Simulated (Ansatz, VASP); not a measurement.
**Two plane-wave programs on Ta4O**

```xyz
5
Lattice="-2.7724 2.7724 2.7724 2.7724 -2.7724 2.7724 2.7724 2.7724 -2.7724" Properties=species:S:1:pos:R:3 pbc="T T T"
Ta    1.3862    1.3862    1.3862
Ta    1.3862    1.3862   -1.3862
Ta    1.3862   -1.3862    1.3862
Ta   -1.3862    1.3862    1.3862
O     0.0000    0.0000    0.0000
```

Alike in both runs: functional PBE; k mesh 10 × 10 × 10; occupations gaussian, width 0.1 eV; no spin polarisation.

Ansatz relaxed the structure, and its values are those at the end. VASP's run is a single point on that final structure, the one shown.

|  | VASP | Ansatz |
| --- | --- | --- |
| version | VASP 6.6.1 | Ansatz 0.2.0 |
| potentials or method | VASP PAW PBE potentials, release 64 (Ta_pv, O), cutoff 520 eV | scalar-relativistic, plane waves, PAW |
| valence electrons in the cell | 50 | 58 |

VASP gave:

```
gap on the k mesh at the Fermi level (eV) : none
pressure (GPa)                            : 0.2
```

What did Ansatz give for the same quantities?

gap on the k mesh at the Fermi level (eV): none; pressure (GPa): 0.0.

A gap of «none» marks a metal or a gap that the smearing closes. VASP's potentials hold 50 valence electrons a cell and Ansatz's 58, so a difference there can come from the potentials and not from the codes.

Neither program's run includes spin-orbit coupling.
